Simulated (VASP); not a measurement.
# CO2 (Pa-3) in VASP: notebook

CO2 is run at these levels: PBE+D3(BJ); tasks: relaxation of cell and atoms.

Everything below comes from runs of VASP 6.6.1. Logs are shortened: lines on timing, memory, paths and dates and some standing lists are left out, and cuts for length are marked.

## (1) The cell of the first run

Symmetry: Pa-3, No. 205, cubic system. The conventional cell has a = 5.292 Å, b = 5.292 Å, c = 5.292 Å, α = 90.00°, β = 90.00°, γ = 90.00°. C (site symmetry -3) has 2 O at 1.17 Å within 1.6 Å. O (site symmetry 3) has 1 C at 1.17 Å within 1.6 Å.

## (2) Relaxation of cell and atoms, PBE+D3(BJ), target pressure 3.45 GPa, at which the enthalpy is minimised

INCAR reads:

```
PREC = Accurate
ENCUT = 600
EDIFF = 1E-7
ISMEAR = 0
SIGMA = 0.1
LREAL = F
LASPH = T
NELM = 60
ALGO = Normal
ISIF = 3
LWAVE = F
LCHARG = F
GGA = PE
IVDW = 12
IBRION = 2
NSW = 80
EDIFFG = -0.05
PSTRESS = 34.5
```

KPOINTS reads:

```
Automatic mesh
0
Gamma
  4 4 4
```

POSCAR reads:

```
CO2
1.0
    5.2919788979      0.0000000000      0.0000000000
    0.0000000000      5.2919788979      0.0000000000
    0.0000000000      0.0000000000      5.2919788979
C O
4 8
Direct
    0.0000000000      0.0000000000      0.0000000000
    0.5000000000      0.0000000000      0.5000000000
    0.5000000000      0.5000000000      0.0000000000
    0.0000000000      0.5000000000      0.5000000000
    0.1272598662      0.1272598662      0.1272598662
    0.3727401338      0.8727401338      0.6272598662
    0.6272598662      0.3727401338      0.8727401338
    0.8727401338      0.6272598662      0.3727401338
    0.8727401338      0.8727401338      0.8727401338
    0.6272598662      0.1272598662      0.3727401338
    0.3727401338      0.6272598662      0.1272598662
    0.1272598662      0.3727401338      0.6272598662
```

Potentials or basis: VASP PAW PBE potentials, release 64 (C, O).

Started as:

```sh
cat potpaw_PBE.64/C/POTCAR potpaw_PBE.64/O/POTCAR > POTCAR
mpirun -np 1 vasp_std > vasp.out
```

OUTCAR:

```text
PREC = Accurate
   ENCUT = 600
   EDIFF = 1E-7
   ISMEAR = 0
   LREAL = F
   LASPH = T
   NELM = 60
   ISIF = 3
   GGA = PE
   IVDW = 12
   IBRION = 2
   NSW = 80
   EDIFFG = -0.05
   PSTRESS = 34.5
 IVDW          = 12

 ion  position               nearest neighbor table
   1  0.000  0.000  0.000-   5 1.17   9 1.17
   2  0.500  0.000  0.500-   6 1.17  10 1.17
   3  0.500  0.500  0.000-   7 1.17  11 1.17
   4  0.000  0.500  0.500-   8 1.17  12 1.17
   5  0.127  0.127  0.127-   1 1.17
   6  0.373  0.873  0.627-   2 1.17
   7  0.627  0.373  0.873-   3 1.17
   8  0.873  0.627  0.373-   4 1.17
   9  0.873  0.873  0.873-   1 1.17
  10  0.627  0.127  0.373-   2 1.17
  11  0.373  0.627  0.127-   3 1.17
  12  0.127  0.373  0.627-   4 1.17

  LATTYP: Found a simple cubic cell.
 ALAT       =     5.2919788979

  Lattice vectors:

 A1 = (   5.2919788979,   0.0000000000,   0.0000000000)
 A2 = (   0.0000000000,   5.2919788979,   0.0000000000)
 A3 = (   0.0000000000,   0.0000000000,   5.2919788979)

Analysis of symmetry for initial positions (statically):
=====================================================================
 Subroutine PRICEL returns:
 Original cell was already a primitive cell.

 Routine SETGRP: Setting up the symmetry group for a
 simple cubic supercell.

 Subroutine GETGRP returns: Found 24 space group operations
 (whereof  6 operations were pure point group operations)
 out of a pool of 48 trial point group operations.

The static configuration has the point symmetry S_6 .
 The point group associated with its full space group is T_h .

Analysis of symmetry for dynamics (positions and initial velocities):
=====================================================================
 Subroutine PRICEL returns:
 Original cell was already a primitive cell.

 Routine SETGRP: Setting up the symmetry group for a
 simple cubic supercell.

 Subroutine GETGRP returns: Found 24 space group operations
 (whereof  6 operations were pure point group operations)
 out of a pool of 48 trial point group operations.

The dynamic configuration has the point symmetry S_6 .
 The point group associated with its full space group is T_h .

 Subroutine INISYM returns: Found 24 space group operations
 (whereof  6 operations are pure point group operations),
 and found     1 'primitive' translations

----------------------------------------------------------------------------------------

                                     Primitive cell

  volume of cell :     148.2021

  direct lattice vectors                    reciprocal lattice vectors
     5.291978898  0.000000000  0.000000000     0.188965228  0.000000000  0.000000000
     0.000000000  5.291978898  0.000000000     0.000000000  0.188965228  0.000000000
     0.000000000  0.000000000  5.291978898     0.000000000  0.000000000  0.188965228

  length of vectors
     5.291978898  5.291978898  5.291978898     0.188965228  0.188965228  0.188965228

  position of ions in fractional coordinates (direct lattice)
     0.000000000  0.000000000  0.000000000
     0.500000000  0.000000000  0.500000000
     0.500000000  0.500000000  0.000000000
     0.000000000  0.500000000  0.500000000
     0.127259866  0.127259866  0.127259866
     0.372740134  0.872740134  0.627259866
     0.627259866  0.372740134  0.872740134
     0.872740134  0.627259866  0.372740134
     0.872740134  0.872740134  0.872740134
     0.627259866  0.127259866  0.372740134
     0.372740134  0.627259866  0.127259866
     0.127259866  0.372740134  0.627259866

  ion indices of the primitive-cell ions
   primitive index   ion index
                 1           1
                 2           2
                 3           3
                 4           4
                 5           5
                 6           6
                 7           7
                 8           8
                 9           9
                10          10
                11          11
                12          12

----------------------------------------------------------------------------------------

 KPOINTS: Automatic mesh

Automatic generation of k-mesh.
 Grid dimensions read from file:
 generate k-points for:    4    4    4

 Generating k-lattice:

  Cartesian coordinates                     Fractional coordinates (reciprocal lattice)
     0.047241307  0.000000000  0.000000000     0.250000000  0.000000000  0.000000000
     0.000000000  0.047241307  0.000000000     0.000000000  0.250000000  0.000000000
     0.000000000  0.000000000  0.047241307     0.000000000  0.000000000  0.250000000

  Length of vectors
     0.047241307  0.047241307  0.047241307

  Shift w.r.t. Gamma in fractional coordinates (k-lattice)
     0.000000000  0.000000000  0.000000000

 Subroutine IBZKPT returns following result:
 ===========================================

 Found     11 irreducible k-points:

 Following reciprocal coordinates:
            Coordinates               Weight
  0.000000  0.000000  0.000000      1.000000
  0.250000  0.000000  0.000000      6.000000
  0.500000  0.000000  0.000000      3.000000
  0.250000  0.250000  0.000000     12.000000
  0.500000  0.250000  0.000000      6.000000
 -0.250000  0.500000  0.000000      6.000000
  0.500000  0.500000  0.000000      3.000000
  0.250000  0.250000  0.250000      8.000000
  0.500000  0.250000  0.250000     12.000000
  0.500000  0.500000  0.250000      6.000000
  0.500000  0.500000  0.500000      1.000000
   k-points           NKPTS =     11   k-points in BZ     NKDIM =     11   number of bands    NBANDS=     39
   number of dos      NEDOS =    301   number of ions     NIONS =     12
   total plane-waves  NPLWV =  74088
   dimension x,y,z NGX =    42 NGY =   42 NGZ =   42
   dimension x,y,z NGXF=    84 NGYF=   84 NGZF=   84
   ions per type =               4   8
   NGX,Y,Z   is equivalent  to a cutoff of  13.19, 13.19, 13.19 a.u.
   NGXF,Y,Z  is equivalent  to a cutoff of  26.39, 26.39, 26.39 a.u.
 SYSTEM =  unknown system
   PREC   = accura    normal or accurate (medium, high low for compatibility)
   ISTART =      0    job   : 0-new  1-cont  2-samecut
   ICHARG =      2    charge: 1-file 2-atom 10-const
   ISPIN  =      1    spin polarized calculation?
   LNONCOLLINEAR =      F non collinear calculations
   LSORBIT =      F    spin-orbit coupling
   LASPH  =      T    aspherical Exc in radial PAW
   ENCUT  =  600.0 eV  44.10 Ry    6.64 a.u.  10.57 10.57 10.57*2*pi/ulx,y,z
   NELM   =     60;   NELMIN=  2; NELMDL= -5     # of ELM steps
   EDIFF  = 0.1E-06   stopping-criterion for ELM
   LREAL  =      F    real-space projection
   EDIFFG = -.5E-01   stopping-criterion for IOM
   NSW    =     80    number of steps for IOM
   IBRION =      2    ionic relax: 0-MD 1-quasi-New 2-CG
   NFREE  =      1    steps in history (QN), initial steepest desc. (CG)
   ISIF   =      3    stress and relaxation
   ISYM   =      2    0-nonsym 1-usesym 2-fastsym
   POTIM  = 0.5000    time-step for ionic-motion
   TEBEG  =    0.0;   TEEND  =   0.0 temperature during run
   PSTRESS=   34.5 pullay stress
   NELECT =      64.0000    total number of electrons
   NUPDOWN=      -1.0000    fix difference up-down
   EMIN   =  10.00;   EMAX   =-10.00  energy-range for DOS
   EFERMI =   0.00;   METHOD = LEGACY
   ISMEAR =     0;   SIGMA  =   0.10  broadening in eV -4-tet -1-fermi 0-gaus
   EFERMI_NEDOS =   21; number of points for ismear=-14 and -15
   IALGO  =     38    algorithm
   IMIX   =      4    mixing-type and parameters
     AMIX     =   0.40;   BMIX     =  1.00
     AMIX_MAG =   1.60;   BMIX_MAG =  1.00
  volume/ion in A,a.u.               =      12.35        83.34
  Fermi-wavevector in a.u.,A,eV,Ry     =   1.237419  2.338383 20.833314  1.531205
  Thomas-Fermi vector in A             =   2.371987
   LORBIT       =      0    0 simple, 1 ext, 2 COOP (PROOUT), +10 PAW based schemes
   GGA     = PE    functional components
   LHFCALC =     F    Hartree Fock is set to
   AEXX    =    0.0000 exact exchange contribution
   IVDW    =    12    specifies the selected vdW correction
   LEPSILON=     F    determine dielectric tensor
   LRPA    =     F    only Hartree local field effects (RPA)
 conjugate gradient relaxation of ions
 non-spin polarized calculation
 Gauss-broadening in eV      SIGMA  =   0.10
  energy-cutoff  :      600.00
  volume of cell :      148.20
 maximum number of plane-waves:      4972
   NGX = 21   NGY = 21   NGZ = 21

--------------------------------------- Ionic step        1  -------------------------------------------

 number of electron      64.0000002 magnetization

 Free energy of the ion-electron system (eV)
  ---------------------------------------------------
  ext. energy  EPLUGINS =         0.00000000
  ---------------------------------------------------
  free energy    TOTEN  =       -91.67534161 eV

  energy without entropy =      -91.67534161  energy(sigma->0) =      -91.67534161

------------------------ aborting loop because EDIFF is reached ----------------------------------------

 Edisp (eV)   -1.03474

 E8    (eV) :    -0.2690

  FORCE on cell =-STRESS in cart. coord.  units (eV):
  Direction    XX          YY          ZZ          XY          YZ          ZX
  --------------------------------------------------------------------------------------
  -------------------------------------------------------------------------------------
  Total       4.42439     4.42439     4.42439    -0.00000    -0.00000     0.00000
  in kB      47.83105    47.83105    47.83105    -0.00000    -0.00000     0.00000
  external pressure =       13.33 kB  Pullay stress =       34.50 kB

 VOLUME and BASIS-vectors are now :
 -----------------------------------------------------------------------------
  energy-cutoff  :      600.00
  volume of cell :      148.20
      direct lattice vectors                 reciprocal lattice vectors
     5.291978898  0.000000000  0.000000000     0.188965228  0.000000000  0.000000000
     0.000000000  5.291978898  0.000000000     0.000000000  0.188965228  0.000000000
     0.000000000  0.000000000  5.291978898     0.000000000  0.000000000  0.188965228
[... 70 lines left out ...]
  FREE ENERGIE OF THE ION-ELECTRON SYSTEM (eV)
  ---------------------------------------------------
  free  energy   TOTEN  =       -92.4375588548 eV

  energy  without entropy=      -92.4375588548  energy(sigma->0) =      -92.43755885

  enthalpy is  TOTEN    =       -89.1985969501 eV   P V=        3.2389619047

--------------------------------------- Ionic step        3  -------------------------------------------

 number of electron      64.0000005 magnetization

 Free energy of the ion-electron system (eV)
  ---------------------------------------------------
  ext. energy  EPLUGINS =         0.00000000
  ---------------------------------------------------
  free energy    TOTEN  =       -91.69676330 eV

  energy without entropy =      -91.69676330  energy(sigma->0) =      -91.69676330

 E-fermi :  -2.0595     XC(G=0):  -8.7198

 val. band max:       -2.4868198640   @ k =   0.0000   0.0000   0.0000
 cond. band min:       4.4432161261   @ k =   0.0000   0.0000   0.0000
 fundamental gap:      6.9300359901
 Fermi energy:        -2.0595016766

 k-point     1 :       0.0000    0.0000    0.0000
  band No.  band energies     occupation
      1     -23.3388      2.00000
      2     -22.9441      2.00000
      3     -22.9441      2.00000
      4     -22.9441      2.00000
      5     -22.0744      2.00000
      6     -22.0744      2.00000
[... 478 lines left out ...]
 -----------------------------------------------------------------------------------
      0.00000      0.00000      0.00000         0.000000      0.000000      0.000000
      2.64799      0.00000      2.64799         0.000000      0.000000      0.000000
      2.64799      2.64799      0.00000         0.000000      0.000000      0.000000
     -0.00000      2.64799      2.64799         0.000000      0.000000      0.000000
      0.67655      0.67655      0.67655         0.011714      0.011714      0.011714
      1.97144      4.61944      3.32454        -0.011714     -0.011714      0.011714
      3.32454      1.97144      4.61944         0.011714     -0.011714     -0.011714
      4.61944      3.32454      1.97144        -0.011714      0.011714     -0.011714
      4.61944      4.61944      4.61944        -0.011714     -0.011714     -0.011714
      3.32454      0.67655      1.97144         0.011714      0.011714     -0.011714
      1.97144      3.32454      0.67655        -0.011714      0.011714      0.011714
      0.67655      1.97144      3.32454         0.011714     -0.011714      0.011714
 -----------------------------------------------------------------------------------
    total drift:                               -0.000000     -0.000000     -0.000000

  FREE ENERGIE OF THE ION-ELECTRON SYSTEM (eV)
  ---------------------------------------------------
  free  energy   TOTEN  =       -92.7290002723 eV

  energy  without entropy=      -92.7290002722  energy(sigma->0) =      -92.72900027

  enthalpy is  TOTEN    =       -89.5304806272 eV   P V=        3.1985196451

 reached required accuracy - stopping structural energy minimisation
```

It took 5.1 min on 1 thread of Oxide Virtual Turin-like, shared host; peak memory 0.27 GiB.

Results:

- Free energy: -92.7290 eV
- Relaxed volume: 12.38 Å³/atom
- Relaxed cell: a = 5.296 Å, b = 5.296 Å, c = 5.296 Å, α = 90.00°, β = 90.00°, γ = 90.00°
- Space group after relaxing (to 0.1 Å): Pa-3 (No. 205)
- Energy change on relaxing (the run minimises the enthalpy): -1.6 meV/atom
- Ionic steps: 3
- Pressure after relaxing: 2.9 GPa
- Largest force after relaxing: 0.020 eV/Å
- Band gap on the k mesh: 6.93 eV
- Dispersion energy per atom: -0.086 eV

Forces on the atoms (eV/Å):
```
C    0.000  0.000  0.000
C    0.000  0.000  0.000
C    0.000  0.000  0.000
C    0.000  0.000  0.000
O    0.012  0.012  0.012
O   -0.012 -0.012  0.012
O    0.012 -0.012 -0.012
O   -0.012  0.012 -0.012
O   -0.012 -0.012 -0.012
O    0.012  0.012 -0.012
O   -0.012  0.012  0.012
O    0.012 -0.012  0.012
```

Step by step:
| step | energy change (eV) | largest force (eV/Å) | pressure (GPa) | volume (Å³) |
| --- | --- | --- | --- | --- |
| 1 | 0.0000 | 0.5909 | 4.78 | 148.20 |
| 2 | 0.2725 | 2.7232 | -6.32 | 150.42 |
| 3 | -0.0189 | 0.0203 | 2.90 | 148.54 |

Final structure:
```
C O
1.0
     5.29599    0.00000    0.00000
     0.00000    5.29599    0.00000
     0.00000    0.00000    5.29599
C O
4 8
Direct
  0.00000 0.00000 0.00000
  0.50000 0.00000 0.50000
  0.50000 0.50000 0.00000
  0.00000 0.50000 0.50000
  0.12775 0.12775 0.12775
  0.37225 0.87225 0.62775
  0.62775 0.37225 0.87225
  0.87225 0.62775 0.37225
  0.87225 0.87225 0.87225
  0.62775 0.12775 0.37225
  0.37225 0.62775 0.12775
  0.12775 0.37225 0.62775
```

Caveat: the cell is relaxed towards a set pressure, so the run minimises the enthalpy, not the energy; the relaxation stopped at a loose force limit of 0.05 eV/Å, so its end isn't a converged minimum. A k mesh can miss the band edges.

## (3) Relaxation of cell and atoms, PBE+D3(BJ), target pressure 3.45 GPa, at which the enthalpy is minimised

INCAR reads:

```
SYSTEM = CO2
PREC = Accurate
ENCUT = 600
EDIFF = 1E-6
ISMEAR = 0
SIGMA = 0.01
LREAL = .False.
LASPH = .True.
NELM = 80
ALGO = Normal
ISIF = 3
LWAVE = .False.
LCHARG = .False.
GGA = PE
IVDW = 12
IBRION = 2
NSW = 80
EDIFFG = -0.002
PSTRESS = 34.5
```

KPOINTS reads:

```
Automatic mesh
0
Gamma
  4 4 4
  0 0 0
```

POSCAR is that of step 2.

Potentials or basis: VASP PAW PBE potentials, release 64 (C, O).

Started as:

```sh
cat potpaw_PBE.64/C/POTCAR potpaw_PBE.64/O/POTCAR > POTCAR
mpirun -np 1 vasp_std > vasp.out
```

Wall time 15 min (1 thread of Oxide Virtual Turin-like, shared host); peak memory 0.26 GiB.

It converged, with:

```yaml
Free_energy: -92.6596 eV
Relaxed_volume: 12.08 Å³/atom
Relaxed_cell: a = 5.253 Å, b = 5.253 Å, c = 5.253 Å, α = 90.00°, β = 90.00°, γ = 90.00°
Space_group_after_relaxing_to_0.1_Å: Pa-3 (No. 205)
Energy_change_on_relaxing_the_run_minimises_the_enthalpy: +4.2 meV/atom
Ionic_steps: 10
Pressure_after_relaxing: 3.4 GPa
Band_gap_on_the_k_mesh: 6.97 eV
Dispersion_energy_per_atom: -0.088 eV
```

Step by step:
```csv
step,energy change (eV),largest force (eV/Å),pressure (GPa),volume (Å³)
1,0.0000,0.5907,4.77,148.20
2,0.2717,2.7194,-6.31,150.40
3,-0.0189,0.0204,2.90,148.54
4,-0.0187,0.0313,2.93,148.53
5,-0.0065,0.0274,3.03,147.85
6,0.0329,0.0180,3.35,145.83
7,0.0522,0.0137,3.51,144.91
8,0.0506,0.0141,3.50,144.99
9,0.0502,0.1275,3.03,145.03
10,0.0505,0.0003,3.45,144.99
```

Final structure:
```yaml
crystal:
  lattice:
    - [5.25347, 0.00000, 0.00000]
    - [0.00000, 5.25347, 0.00000]
    - [0.00000, 0.00000, 5.25347]
  atoms:
    - { symbol: C, position: [0.00000, 0.00000, 0.00000] }
    - { symbol: C, position: [0.50000, 0.00000, 0.50000] }
    - { symbol: C, position: [0.50000, 0.50000, 0.00000] }
    - { symbol: C, position: [0.00000, 0.50000, 0.50000] }
    - { symbol: O, position: [0.12875, 0.12875, 0.12875] }
    - { symbol: O, position: [0.37125, 0.87125, 0.62875] }
    - { symbol: O, position: [0.62875, 0.37125, 0.87125] }
    - { symbol: O, position: [0.87125, 0.62875, 0.37125] }
    - { symbol: O, position: [0.87125, 0.87125, 0.87125] }
    - { symbol: O, position: [0.62875, 0.12875, 0.37125] }
    - { symbol: O, position: [0.37125, 0.62875, 0.12875] }
    - { symbol: O, position: [0.12875, 0.37125, 0.62875] }
```

Levels at points of the mesh, in eV from the valence-band top:
| k point | band 29 | band 30 | band 31 | band 32 | band 33 | band 34 | band 35 | band 36 |
| --- | --- | --- | --- | --- | --- | --- | --- | --- |
| (0.00, 0.00, 0.00) | -0.31 | -0.31 | 0.00 | 0.00 | 6.97 | 7.65 | 7.65 | 7.65 |
| (0.50, 0.00, 0.00) | -0.47 | -0.47 | -0.10 | -0.10 | 7.60 | 7.60 | 7.93 | 7.93 |
| (0.50, 0.50, 0.00) | -0.41 | -0.41 | -0.41 | -0.41 | 7.60 | 7.60 | 7.60 | 7.60 |
| (0.50, 0.50, 0.50) | -0.49 | -0.49 | -0.49 | -0.49 | 7.56 | 7.56 | 7.56 | 7.56 |

Caveat: the cell is relaxed towards a set pressure, so the run minimises the enthalpy, not the energy. A k mesh can miss the band edges.
